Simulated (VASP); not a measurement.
A run of VASP 6.6.1:

File INCAR:

```
PREC = Accurate
ENCUT = 520
EDIFF = 1E-7
ISMEAR = 0
SIGMA = 0.05
LREAL = F
LASPH = T
NELM = 100
ALGO = Normal
ISIF = 2
LWAVE = F
LCHARG = F
GGA = PE
NBANDS = 35
```

File KPOINTS:

```
Automatic mesh
0
Gamma
  6 6 8
```

File POSCAR:

```
SnO2
1.0
    4.8840370816      0.0000000000      0.0000000000
    0.0000000000      4.8840509251      0.0000000000
    0.0000000000      0.0000000000      3.1624583641
Sn O
2 4
Direct
    0.5000000000      0.5000000000      0.5000000000
    0.0000000000      0.0000000000      0.0000000000
    0.2696607915      0.3435373615      0.0000000000
    0.7696607915      0.1564626385      0.5000000000
    0.2303392085      0.8435373615      0.5000000000
    0.7303392085      0.6564626385      0.0000000000
```

Potentials or basis: VASP PAW PBE potentials, release 64 (Sn_d, O).

The run is started by

```console
$ cat potpaw_PBE.64/Sn_d/POTCAR potpaw_PBE.64/O/POTCAR > POTCAR
$ mpirun -np 1 vasp_std > vasp.out
```

Hardware: 1 thread of AMD EPYC 7R13, on a shared host.

Question: How long does it take, and how much memory?

Answer: Run time: 6 min on 1 thread of AMD EPYC 7R13, on a shared host, peak memory 0.29 GiB. Counts: scf iterations 14, k points 80.
